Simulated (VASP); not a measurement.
Write the native input for VASP 6.6.1 that does the following.

- Task: electric field gradients
- Functional: LDA
- Potentials or basis: VASP PAW LDA potentials, release 64 (Tl_d)
- Cutoff: 520 eV
- k mesh: 13 × 13 × 13
- Occupations: fermi-dirac, width 0.05 eV
- Spin: no spin polarisation
- Dipole correction: no
- Further INCAR settings: ALGO = Normal; EDIFF = 1e-08; NBANDS = 12

The structure of Tl lies in POSCAR:

```
Tl
1.0
   -1.9410000000      1.9410000000      1.9021800000
    1.9410000000     -1.9410000000      1.9021800000
    1.9410000000      1.9410000000     -1.9021800000
Tl
1
Direct
    0.0000000000      0.0000000000      0.0000000000
```

This cell differs from its parent crystal: zz strain of -2 %.

These files were run (other wordings do the same):

INCAR

```
PREC = Accurate ; ENCUT = 520
EDIFF = 1E-8 ; ISMEAR = -1
SIGMA = 0.05 ; LREAL = False
LASPH = True ; NELM = 60
ALGO = Normal ; ISIF = 2
LWAVE = False ; LCHARG = False
GGA = CA ; LEFG = True
NBANDS = 12
```

KPOINTS

```
regular mesh
0
Gamma
  13 13 13
```

Potentials or basis: VASP PAW LDA potentials, release 64 (Tl_d).

Command:

```sh
$ cat potpaw_LDA.64/Tl_d/POTCAR > POTCAR
$ mpirun -np 1 vasp_std > vasp.out
```

Results of the run:

```json
{"Pressure": "-1.8 GPa", "Band gap on the k mesh": "zero (an odd number of electrons rules out a gap without spin polarisation)", "Largest electric field gradient by atom": "Tl -1.3 V/Å²"}
```

Caveat: the cell differs from its parent crystal (zz strain of -2 %); without QUAD_EFG the Cq values of the log hold for a quadrupole moment of 1 mb, not for the nuclei; spin-orbit coupling is left out, which moves the levels of the heavy elements.

Wall time 96 s on 1 thread of Intel Xeon 8259CL, with other jobs on the host, peak memory 0.19 GiB.
